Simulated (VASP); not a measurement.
Input of a VASP 6.6.1 run:

File INCAR:

```
SYSTEM = K2B2P
ALGO = Normal ; EDIFF = 1E-6
EDIFFG = -0.04 ; ENCUT = 600
GGA = PE ; IBRION = 2
ISIF = 3 ; ISMEAR = 0
LASPH = .TRUE. ; LCHARG = .FALSE.
LREAL = .FALSE. ; LWAVE = .FALSE.
NELM = 60 ; NSW = 90
PREC = Accurate ; SIGMA = 0.1
```

KPOINTS

```
k-points
0
G
  6 6 4
  0 0 0
```

Contents of POSCAR:

```
K2B2P
1.0
    5.0824401800      0.0000000000      0.0000000000
   -2.5412200900      4.4015223100      0.0000000000
    0.0000000000      0.0000000000      4.9458360200
K B P
2 2 1
Direct
    0.3333333300      0.6666666700      0.2757999900
    0.6666666700      0.3333333300      0.7242000100
    0.0000000000      0.0000000000      0.3794000100
    0.0000000000      0.0000000000      0.6205999900
    0.0000000000      0.0000000000      0.0000000000
```

Potentials or basis: VASP PAW PBE potentials, release 64 (K_sv, B, P).

The run is started by

```sh
$ cat potpaw_PBE.64/K_sv/POTCAR potpaw_PBE.64/B/POTCAR potpaw_PBE.64/P/POTCAR > POTCAR
$ mpirun -np 1 vasp_std > vasp.out
```

Estimate the band gap on the k mesh.

zero (an odd number of electrons rules out a gap without spin polarisation).

What does it give for the relaxed volume?

25.36 Å³/atom.

What does it give for the space group after relaxing (to 0.1 Å)?

P-3m1 (No. 164).

Predict the relaxed cell.

a = 5.376 Å, b = 5.376 Å, c = 5.066 Å, α = 90.00°, β = 90.00°, γ = 120.00°.

Forces in eV/Å, atoms in the order of the input:
```
K    0.000  0.000  0.025
K    0.000  0.000 -0.025
B    0.000  0.000  0.030
B    0.000  0.000 -0.030
P    0.000  0.000  0.000
```
